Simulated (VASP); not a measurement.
# C (R3m) in VASP: further runs

Runs on C. Level: r2SCAN. Tasks: single point.

Program: VASP 6.6.1. These are calculated values, not measurements. Logs are shortened: lines on timing, memory, paths and dates and some standing lists are left out, and cuts for length are marked.

## 1. The cell of the first run

It takes space group R3m (No. 160, trigonal). The conventional cell has a = 2.511 Å, b = 2.511 Å, c = 40.008 Å, α = 90.00°, β = 90.00°, γ = 120.00°. C (site symmetry 3m) has 4 C at 1.54 Å within 2.1 Å. Within 2.1 Å of C (site symmetry 3m) lie 4 C at 1.54 Å. C (site symmetry 3m) has 3 C at 1.54 Å within 2.1 Å. Within 2.1 Å of C (site symmetry 3m) lie 4 C at 1.54 Å. C (site symmetry 3m) has 3 C at 1.54 Å within 2.1 Å. Within 2.1 Å of C (site symmetry 3m) lie 4 C at 1.54 Å. Within 2.1 Å of C (site symmetry 3m) lie 4 C at 1.54 to 1.57 Å. C (site symmetry 3m) has 4 C at 1.54 to 1.57 Å within 2.1 Å.

## 2. Single point, r2SCAN (the distance across one plane changed)

POSCAR

```
C
1.0
   -2.5113391176      0.0000000000      0.0000000000
   -1.2556695588     -2.1748834734      0.0000000000
    1.2556695588      0.7249611578     13.3359979276
C
10
Direct
   -0.0257111061     -0.0257111061      0.5222666817
    0.9358190705      0.9358190705      0.4068572116
    0.0392982399      0.0392982399      0.7172947197
    0.8708097245      0.8708097245      0.2118291736
    0.1527817719      0.1527817719      0.0577453158
    0.8323112072      0.8323112072      0.0963336215
    0.3205670618      0.3205670618      0.5611011853
    0.5895409027      0.5895409027      0.3680227080
    0.3596908498      0.3596908498      0.6784725495
    0.5504171146      0.5504171146      0.2506513438
```

INCAR.step1

```
PREC     = Accurate       # precision mode
ENCUT    = 520            # plane-wave cutoff, eV
ISMEAR   = 0              # smearing method
SIGMA    = 0.05           # smearing width, eV
LREAL    = F              # projectors in reciprocal space
LASPH    = T              # aspherical terms in the spheres
NELM     = 80             # most SCF steps
NBANDS   = 31             # bands
ISYM     = 0            
GGA      = PE             # functional
ALGO     = Normal         # electronic algorithm
EDIFF    = 1E-4           # SCF threshold, eV
LWAVE    = T              # write WAVECAR
LCHARG   = F              # write CHGCAR
```

INCAR.step2

```
PREC     = Accurate       # precision mode
ENCUT    = 520            # plane-wave cutoff, eV
EDIFF    = 1E-6           # SCF threshold, eV
ISMEAR   = 0              # smearing method
SIGMA    = 0.05           # smearing width, eV
LREAL    = F              # projectors in reciprocal space
LASPH    = T              # aspherical terms in the spheres
NELM     = 80             # most SCF steps
ALGO     = Normal         # electronic algorithm
ISIF     = 2              # what is computed and relaxed
LWAVE    = F              # write WAVECAR
LCHARG   = F              # write CHGCAR
METAGGA  = R2SCAN         # meta-GGA
LMIXTAU  = T            
NBANDS   = 31             # bands
ISYM     = 0            
ISTART   = 1
```

KPOINTS

```
Automatic mesh
0
Gamma
  10 10 3
```

Potentials or basis: VASP PAW PBE potentials, release 64 (C).

Command:

```sh
$ cat potpaw_PBE.64/C/POTCAR > POTCAR
$ cp INCAR.step1 INCAR
$ mpirun -np 1 vasp_std > vasp.out
$ cp INCAR.step2 INCAR
$ mpirun -np 1 vasp_std > vasp.out
```

OUTCAR:

```text
PREC = Accurate
   ENCUT = 520
   EDIFF = 1E-6
   ISMEAR = 0
   LREAL = F
   LASPH = T
   NELM = 80
   ISIF = 2
   METAGGA = R2SCAN
   ISYM = 0
   ISTART = 1

 ion  position               nearest neighbor table
   1  0.974  0.974  0.522-   2 1.54   7 1.54   7 1.54   7 1.54
   2  0.936  0.936  0.407-   1 1.54   8 1.54   8 1.54   8 1.54
   3  0.039  0.039  0.717-   9 1.54   9 1.54   9 1.54
   4  0.871  0.871  0.212-  10 1.54  10 1.54  10 1.54   6 1.54
   5  0.153  0.153  0.058-   6 1.54   6 1.54   6 1.54
   6  0.832  0.832  0.096-   5 1.54   5 1.54   5 1.54   4 1.54
   7  0.321  0.321  0.561-   1 1.54   1 1.54   1 1.54   9 1.57
   8  0.590  0.590  0.368-   2 1.54   2 1.54   2 1.54  10 1.57
   9  0.360  0.360  0.678-   3 1.54   3 1.54   3 1.54   7 1.57
  10  0.550  0.550  0.251-   4 1.54   4 1.54   4 1.54   8 1.57

IMPORTANT INFORMATION: All symmetrisations will be switched off!
NOSYMM: (Re-)initialisation of all symmetry stuff for point group C_1.

----------------------------------------------------------------------------------------

                                     Primitive cell

  volume of cell :      72.8395

  direct lattice vectors                    reciprocal lattice vectors
    -2.511339118  0.000000000  0.000000000    -0.398193933  0.229897374  0.024995005
    -1.255669559 -2.174883473  0.000000000     0.000000000 -0.459794749  0.024995005
     1.255669559  0.724961158 13.335997928     0.000000000  0.000000000  0.074985015

  length of vectors
     2.511339118  2.511339118 13.414585922     0.460473627  0.460473627  0.074985015

  position of ions in fractional coordinates (direct lattice)
     0.974288894  0.974288894  0.522266682
     0.935819071  0.935819071  0.406857212
     0.039298240  0.039298240  0.717294720
     0.870809724  0.870809724  0.211829174
     0.152781772  0.152781772  0.057745316
     0.832311207  0.832311207  0.096333622
     0.320567062  0.320567062  0.561101185
     0.589540903  0.589540903  0.368022708
     0.359690850  0.359690850  0.678472550
     0.550417115  0.550417115  0.250651344

  ion indices of the primitive-cell ions
   primitive index   ion index
                 1           1
                 2           2
                 3           3
                 4           4
                 5           5
                 6           6
                 7           7
                 8           8
                 9           9
                10          10

----------------------------------------------------------------------------------------

 KPOINTS: Automatic mesh

Automatic generation of k-mesh.
 Grid dimensions read from file:
 generate k-points for:   10   10    3

 Generating k-lattice:

  Cartesian coordinates                     Fractional coordinates (reciprocal lattice)
    -0.039819393  0.022989737  0.002499500     0.100000000 -0.000000000  0.000000000
     0.000000000 -0.045979475  0.002499500     0.000000000  0.100000000  0.000000000
     0.000000000  0.000000000  0.024995005     0.000000000  0.000000000  0.333333333

  Length of vectors
     0.046047363  0.046047363  0.024995005

  Shift w.r.t. Gamma in fractional coordinates (k-lattice)
     0.000000000  0.000000000  0.000000000

 -----------------------------------------------------------------------------
|                                                                             |
|           W    W    AA    RRRRR   N    N  II  N    N   GGGG   !!!           |
|           W    W   A  A   R    R  NN   N  II  NN   N  G    G  !!!           |
|           W    W  A    A  R    R  N N  N  II  N N  N  G       !!!           |
|           W WW W  AAAAAA  RRRRR   N  N N  II  N  N N  G  GGG   !            |
|           WW  WW  A    A  R   R   N   NN  II  N   NN  G    G                |
|           W    W  A    A  R    R  N    N  II  N    N   GGGG   !!!           |
|                                                                             |
|     Your reciprocal lattice and k-lattice belong to different lattice       |
|     classes:                                                                |
|                                                                             |
|        The reciprocal lattice is rhombohedral (trigonal),                   |
|        whereas your k-lattice is base-centered monoclinic.                  |
|                                                                             |
|     Results are often still useful ...                                      |
|                                                                             |
 -----------------------------------------------------------------------------

 WARNING: IBZKPT: internal override: KBLOWUP is changed to .FALSE.
      ... skipping the blow-up phase ...

 Subroutine IBZKPT returns following result:
 ===========================================

 Found    152 irreducible k-points:

 Following reciprocal coordinates:
            Coordinates               Weight
  0.000000  0.000000  0.000000      1.000000
  0.100000  0.000000 -0.000000      2.000000
  0.200000  0.000000 -0.000000      2.000000
  0.300000  0.000000  0.000000      2.000000
  0.400000  0.000000 -0.000000      2.000000
  0.500000  0.000000  0.000000      1.000000
[... 16 lines left out ...]
 -0.400000  0.200000  0.000000      2.000000
 -0.300000  0.200000  0.000000      2.000000
 [... further k-points ...]
   k-points           NKPTS =    152   k-points in BZ     NKDIM =    152   number of bands    NBANDS=     31
   number of dos      NEDOS =    301   number of ions     NIONS =     10
   total plane-waves  NPLWV =  40000
   dimension x,y,z NGX =    20 NGY =   20 NGZ =  100
   dimension x,y,z NGXF=    40 NGYF=   40 NGZF=  200
   ions per type =              10
   NGX,Y,Z   is equivalent  to a cutoff of  13.24, 13.24, 12.39 a.u.
   NGXF,Y,Z  is equivalent  to a cutoff of  26.48, 26.48, 24.79 a.u.
 SYSTEM =  unknown system
   PREC   = accura    normal or accurate (medium, high low for compatibility)
   ISTART =      1    job   : 0-new  1-cont  2-samecut
   ICHARG =      0    charge: 1-file 2-atom 10-const
   ISPIN  =      1    spin polarized calculation?
   LNONCOLLINEAR =      F non collinear calculations
   LSORBIT =      F    spin-orbit coupling
   LASPH  =      T    aspherical Exc in radial PAW
   ENCUT  =  520.0 eV  38.22 Ry    6.18 a.u.   4.67  4.67 24.94*2*pi/ulx,y,z
   NELM   =     80;   NELMIN=  2; NELMDL=  0     # of ELM steps
   EDIFF  = 0.1E-05   stopping-criterion for ELM
   LREAL  =      F    real-space projection
   EDIFFG = 0.1E-04   stopping-criterion for IOM
   NSW    =      0    number of steps for IOM
   IBRION =     -1    ionic relax: 0-MD 1-quasi-New 2-CG
   NFREE  =      0    steps in history (QN), initial steepest desc. (CG)
   ISIF   =      2    stress and relaxation
   ISYM   =      0    0-nonsym 1-usesym 2-fastsym
   POTIM  = 0.5000    time-step for ionic-motion
   TEBEG  =    0.0;   TEEND  =   0.0 temperature during run
   PSTRESS=    0.0 pullay stress
   NELECT =      40.0000    total number of electrons
   NUPDOWN=      -1.0000    fix difference up-down
   EMIN   =  10.00;   EMAX   =-10.00  energy-range for DOS
   EFERMI =   0.00;   METHOD = LEGACY
   ISMEAR =     0;   SIGMA  =   0.05  broadening in eV -4-tet -1-fermi 0-gaus
   EFERMI_NEDOS =   21; number of points for ismear=-14 and -15
   IALGO  =     38    algorithm
   IMIX   =      4    mixing-type and parameters
     AMIX     =   0.40;   BMIX     =  1.00
     AMIX_MAG =   1.60;   BMIX_MAG =  1.00
  volume/ion in A,a.u.               =       7.28        49.15
  Fermi-wavevector in a.u.,A,eV,Ry     =   1.340621  2.533405 24.453254  1.797263
  Thomas-Fermi vector in A             =   2.468919
   LORBIT       =      0    0 simple, 1 ext, 2 COOP (PROOUT), +10 PAW based schemes
   METAGGA = R2SCAN    functional components
   LHFCALC =     F    Hartree Fock is set to
   AEXX    =    0.0000 exact exchange contribution
   IVDW    =     0    specifies the selected vdW correction
   LEPSILON=     F    determine dielectric tensor
   LRPA    =     F    only Hartree local field effects (RPA)
 non-spin polarized calculation
 Gauss-broadening in eV      SIGMA  =   0.05
  energy-cutoff  :      520.00
  volume of cell :       72.84
 maximum number of plane-waves:      1985
   NGX =  9   NGY =  9   NGZ = 49

 number of electron      40.0000000 magnetization

 Free energy of the ion-electron system (eV)
  ---------------------------------------------------
  ext. energy  EPLUGINS =         0.00000000
  ---------------------------------------------------
  free energy    TOTEN  =       -92.88954237 eV

  energy without entropy =      -92.87706209  energy(sigma->0) =      -92.88330223

 E-fermi :   6.4739     XC(G=0): -12.1208

 val. band max:        6.4716816766   @ k =   0.2000  -0.2000   0.3333
 cond. band min:       6.4742744068   @ k =  -0.3000  -0.1000   0.3333
 fundamental gap:      0.0025927302
 Fermi energy:         6.4739220846

 k-point     1 :       0.0000    0.0000    0.0000
  band No.  band energies     occupation
      1     -16.7747      2.00000
      2     -15.7695      2.00000
      3     -14.3792      2.00000
      4     -12.6570      2.00000
      5     -11.3320      2.00000
      6      -6.8460      2.00000
[... 23 lines left out ...]
     30      14.3911      0.00000
     31      14.6066      0.00000

 k-point     2 :       0.1000    0.0000   -0.0000
  band No.  band energies     occupation
      1     -16.5165      2.00000
      2     -15.5131      2.00000
      3     -14.1261      2.00000
      4     -12.4089      2.00000
      5     -11.0934      2.00000
      6      -6.6229      2.00000
[... 740 lines left out ...]
 k-point    24 :      -0.3000    0.2000    0.0000
  band No.  band energies     occupation
      1     -12.0685      2.00000
      2     -11.1247      2.00000
      3      -9.8612      2.00000
      4      -8.3883      2.00000
      5      -7.0982      2.00000
      6      -6.8594      2.00000
[... 23 lines left out ...]
     30      17.4198      0.00000
     31      17.8262      0.00000

 [... further k-points ...]

------------------------ aborting loop because EDIFF is reached ----------------------------------------

  FORCE on cell =-STRESS in cart. coord.  units (eV):
  Direction    XX          YY          ZZ          XY          YZ          ZX
  --------------------------------------------------------------------------------------
  -------------------------------------------------------------------------------------
  Total       -0.5821958     -0.5713487     -1.7789516     -0.0093938     -0.0054864     -0.0095028
  in kB      -12.8059778    -12.5673867    -39.1298192     -0.2066256     -0.1206792     -0.2090242
  external PRESSURE =     -21.5010612 kB  Pullay stress =       0.0000000 kB

 VOLUME and BASIS-vectors are now :
 -----------------------------------------------------------------------------
  energy-cutoff  :      520.00
  volume of cell :       72.84
      direct lattice vectors                 reciprocal lattice vectors
    -2.511339118  0.000000000  0.000000000    -0.398193933  0.229897374  0.024995005
    -1.255669559 -2.174883473  0.000000000     0.000000000 -0.459794749  0.024995005
     1.255669559  0.724961158 13.335997928     0.000000000  0.000000000  0.074985015

 POSITION                                       TOTAL-FORCE (eV/Angst)
 -----------------------------------------------------------------------------------
     -3.01436     -1.74034      6.96495         0.001294      0.000747      0.471018
     -3.01436     -1.74034      5.42585        -0.001359     -0.000785     -0.268696
      0.75265      0.43454      9.56584         0.000611      0.000353     -3.447698
     -3.01436     -1.74034      2.82495         0.004249      0.002453      0.954845
     -0.50302     -0.29042      0.77009        -0.000134     -0.000077      3.910236
     -3.01436     -1.74034      1.28470        -0.001571     -0.000907     -4.828145
     -0.50302     -0.29042      7.48284        -0.001849     -0.001067     -1.114618
     -1.75869     -1.01538      4.90795         0.002039      0.001177      0.262954
     -0.50302     -0.29042      9.04811         0.000103      0.000060      4.483816
     -1.75869     -1.01538      3.34269        -0.003383     -0.001953     -0.423711
 -----------------------------------------------------------------------------------
    total drift:                               -0.000061     -0.000035      0.007793

  FREE ENERGIE OF THE ION-ELECTRON SYSTEM (eV)
  ---------------------------------------------------
  free  energy   TOTEN  =       -92.8895423705 eV

  energy  without entropy=      -92.8770620874  energy(sigma->0) =      -92.88330223
```

Wall time 22 min (1 thread of Intel Xeon 6975P-C (Granite Rapids), shared host); peak memory 0.34 GiB.

Results:

```yaml
Free_energy: -92.8895 eV
Pressure: -2.2 GPa
Largest_force: 4.828 eV/Å
Band_gap_on_the_k_mesh: zero (bands 20 and 21 overlap by 0.31 eV)
```

Forces on the atoms (eV/Å):
```
C    0.001  0.001  0.471
C   -0.001 -0.001 -0.269
C    0.001  0.000 -3.448
C    0.004  0.002  0.955
C    0.000  0.000  3.910
C   -0.002 -0.001 -4.828
C   -0.002 -0.001 -1.115
C    0.002  0.001  0.263
C    0.000  0.000  4.484
C   -0.003 -0.002 -0.424
```

Caveat: the cell differs from its parent crystal (the distance across one plane changed); the PAW data sets were made with another functional, which shifts forces and pressure a little.

## 3. Single point, r2SCAN (the distance across one plane changed)

POSCAR

```
C
1.0
   -2.5113391176      0.0000000000      0.0000000000
   -1.2556695588     -2.1748834734      0.0000000000
    1.2556695588      0.7249611578     10.8359979276
C
10
Direct
    0.0144533751      0.0144533751      0.6427601253
    0.9671080832      0.9671080832      0.5007242496
    0.0944611888      0.0944611888      0.8827835663
    0.8871002695      0.8871002695      0.2607008085
    0.1572226270      0.1572226270      0.0710678811
    0.8397196635      0.8397196635      0.1185589906
    0.3637180779      0.3637180779      0.6905542336
    0.6178433804      0.6178433804      0.4529301412
    0.4118682123      0.4118682123      0.8350046368
    0.5696932460      0.5696932460      0.3084797380
```

INCAR.step1

```
SYSTEM = C
PREC     = Accurate       ! precision mode
ENCUT    = 520            ! plane-wave cutoff, eV
ISMEAR   = 0              ! smearing method
SIGMA    = 0.05           ! smearing width, eV
LREAL    = .FALSE.        ! projectors in reciprocal space
LASPH    = .TRUE.         ! aspherical terms in the spheres
NELM     = 80             ! most SCF steps
ISYM     = 0            
NBANDS   = 31             ! bands
GGA      = PE             ! functional
ALGO     = Normal         ! electronic algorithm
EDIFF    = 1E-4           ! SCF threshold, eV
LWAVE    = .TRUE.         ! write WAVECAR
LCHARG   = .FALSE.        ! write CHGCAR
```

INCAR.step2

```
SYSTEM = C
PREC     = Accurate       ! precision mode
ENCUT    = 520            ! plane-wave cutoff, eV
EDIFF    = 1E-6           ! SCF threshold, eV
ISMEAR   = 0              ! smearing method
SIGMA    = 0.05           ! smearing width, eV
LREAL    = .FALSE.        ! projectors in reciprocal space
LASPH    = .TRUE.         ! aspherical terms in the spheres
NELM     = 80             ! most SCF steps
ALGO     = Normal         ! electronic algorithm
ISIF     = 2              ! what is computed and relaxed
LWAVE    = .FALSE.        ! write WAVECAR
LCHARG   = .FALSE.        ! write CHGCAR
METAGGA  = R2SCAN         ! meta-GGA
LMIXTAU  = .TRUE.       
ISYM     = 0            
NBANDS   = 31             ! bands
ISTART   = 1
```

KPOINTS

```
regular mesh
0
G
  10 10 3
  0 0 0
```

Potentials or basis: VASP PAW PBE potentials, release 64 (C).

Command:

```sh
$ cat potpaw_PBE.64/C/POTCAR > POTCAR
$ cp INCAR.step1 INCAR
$ mpirun -np 1 vasp_std > vasp.out
$ cp INCAR.step2 INCAR
$ mpirun -np 1 vasp_std > vasp.out
```

It took 15 min on 1 thread of Intel Xeon Platinum 8259CL at 2.50GHz (Skylake/Cascade Lake), shared host; peak memory 0.3 GiB.

It converged, with:

```
Free energy            : -96.8087 eV
Pressure               : -8.2 GPa
Largest force          : 2.345 eV/Å
Band gap on the k mesh : 3.29 eV (least direct gap 3.54 eV)
```

Forces in eV/Å, atoms in the order of the input:
```
C    0.000  0.000  0.067
C    0.000  0.000 -0.023
C    0.000  0.000  1.662
C    0.000  0.000  0.243
C    0.000  0.000 -1.607
C    0.000  0.000 -2.345
C    0.000  0.000 -0.238
C    0.000  0.000  0.014
C    0.000  0.000  2.278
C    0.000  0.000 -0.051
```

Stress tensor (GPa, compression positive):
```
 -0.37   0.00   0.00
  0.00  -0.37   0.00
  0.00   0.00 -23.77
```

Levels at points of the mesh, in eV from the valence-band top:
| k point | band 18 | band 19 | band 20 | band 21 | band 22 | band 23 |
| --- | --- | --- | --- | --- | --- | --- |
| (0.00, 0.00, 0.00) | -0.17 | -0.17 | 0.00 | 3.54 | 5.82 | 5.82 |
| (0.50, 0.00, 0.00) | -4.26 | -3.35 | -2.92 | 3.37 | 5.02 | 5.56 |
| (0.00, 0.50, 0.00) | -4.26 | -3.35 | -2.92 | 3.37 | 5.02 | 5.56 |
| (0.50, 0.50, 0.00) | -3.91 | -3.53 | -3.17 | 3.34 | 4.97 | 5.71 |

Caveat: the cell differs from its parent crystal (the distance across one plane changed); the stress differs along the axes, from -24 to -0 GPa; the PAW data sets were made with another functional, which shifts forces and pressure a little.
